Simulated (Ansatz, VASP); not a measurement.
## Two plane-wave programs on NaI

```
Na I
1.0
     4.77225    0.00000   -0.71584
     0.00000    4.10189    0.00000
    -1.01607    0.00000    7.27030
Na I
2 2
Direct
  0.25000 0.50000 0.24999
  0.75000 0.50000 0.75001
  0.25000 0.00000 0.74991
  0.75000 0.00000 0.25009
```

Change from the starting cell: engineering shear strain xz -0.3000, normal strain along z +0.0733.

Alike in both runs: task single point; functional PBE; dispersion D3(BJ); k mesh 6 × 8 × 4; occupations gaussian, width 0.05 eV; no spin polarisation.

```csv
,VASP,Ansatz
version,VASP 6.6.1,Ansatz 0.2.0
potentials or method,"VASP PAW PBE potentials, release 64 (Na_pv, I), cutoff 520 eV","scalar-relativistic, plane waves, PAW"
valence electrons in the cell,28,52
```

|  | VASP | Ansatz | Ansatz less VASP |
| --- | --- | --- | --- |
| gap on the k mesh at the Fermi level (eV) | 1.44 | 1.44 | +0.001 |
| least direct gap on the mesh (eV) | 1.68 | 1.68 | +0.001 |
| pressure (GPa) | 0.2 | 0.2 | -0.01 |
| traceless stress, the component that is largest in VASP (GPa) | 3.70 | 3.71 | +0.004 |

VASP's potentials hold 28 valence electrons a cell and Ansatz's 52, so a difference there can come from the potentials and not from the codes.

Spin-orbit coupling is off throughout.
